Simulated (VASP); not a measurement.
A run of VASP 6.6.1:

File INCAR:

```
ALGO = Normal ; EDIFF = 1E-7
ENCUT = 520 ; GGA = PE
ISIF = 2 ; ISMEAR = 0
LASPH = True ; LCHARG = False
LREAL = False ; LWAVE = False
NBANDS = 30 ; NELM = 80
PREC = Accurate ; SIGMA = 0.1
```

The input KPOINTS:

```
k-points
0
Gamma
  12 12 14
```

The input POSCAR:

```
Zn2SiN3
1.0
    5.3138300819      0.0000000000      0.0000000000
   -2.6569150410      4.6019118424      0.0000000000
    0.0000000000      0.0000000000      2.8638089685
Zn Si N
2 1 3
Direct
    0.3333333333      0.6666666667      0.0000000000
    0.6666666667      0.3333333333      0.0000000000
    0.0000000000      0.0000000000      0.0000000000
    0.5000000000      0.0000000000      0.5000000000
    0.0000000000      0.5000000000      0.5000000000
    0.5000000000      0.5000000000      0.5000000000
```

Potentials or basis: VASP PAW PBE potentials, release 64 (Zn, Si, N).

The run is started by

```sh
$ cat potpaw_PBE.64/Zn/POTCAR potpaw_PBE.64/Si/POTCAR potpaw_PBE.64/N/POTCAR > POTCAR
$ mpirun -np 1 vasp_std > vasp.out
```

Hardware: 1 thread of Intel(R) Xeon(R) Platinum 8488C (Sapphire Rapids), with other jobs on the host.

Estimate the wall time of this run.

Wall time 3.4 min on 1 thread of Intel(R) Xeon(R) Platinum 8488C (Sapphire Rapids), on a shared host, peak memory 0.38 GiB. Counts: scf iterations 15, k points 152.
